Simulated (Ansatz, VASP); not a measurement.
Two plane-wave programs on AlFe

```xyz
2
Lattice="2.8451 0.0000 0.0000 0.0000 2.8451 0.0000 0.0000 0.0000 2.8451" Properties=species:S:1:pos:R:3 pbc="T T T"
Al    0.0000    0.0000    0.0000
Fe    1.4226    1.4226    1.4226
```

Alike in both runs: functional PBEsol; k mesh 14 × 14 × 14; occupations gaussian, width 0.1 eV; collinear spin.

Ansatz relaxed the structure, and its values are those at the end. VASP's run is a single point on that final structure, the one shown.

```csv
,VASP,Ansatz
version,VASP 6.6.1,Ansatz 0.2.0
potentials or method,"VASP PAW PBE potentials, release 64 (Al, Fe), cutoff 520 eV","scalar-relativistic, plane waves, PAW"
valence electrons in the cell,11,19
```

|  | VASP | Ansatz | Ansatz less VASP |
| --- | --- | --- | --- |
| gap on the k mesh at the Fermi level (eV) | none | none | - |
| pressure (GPa) | 0.4 | 0.0 | -0.42 |
| net moment per atom (μB) | 0.33 | 0.33 | +0.001 |
| size of the moment on the site where the two differ most (μB) | 0.69 | 0.68 | -0.005 |

VASP's potentials were made for PBE, not for PBEsol. Site moments also hang on the region over which each program counts them. A gap of «none» marks a metal or a gap that the smearing closes. With one functional, cell and mesh, what is left measures potentials, basis and numerics. VASP's potentials hold 11 valence electrons a cell and Ansatz's 19, so a difference there can come from the potentials and not from the codes.
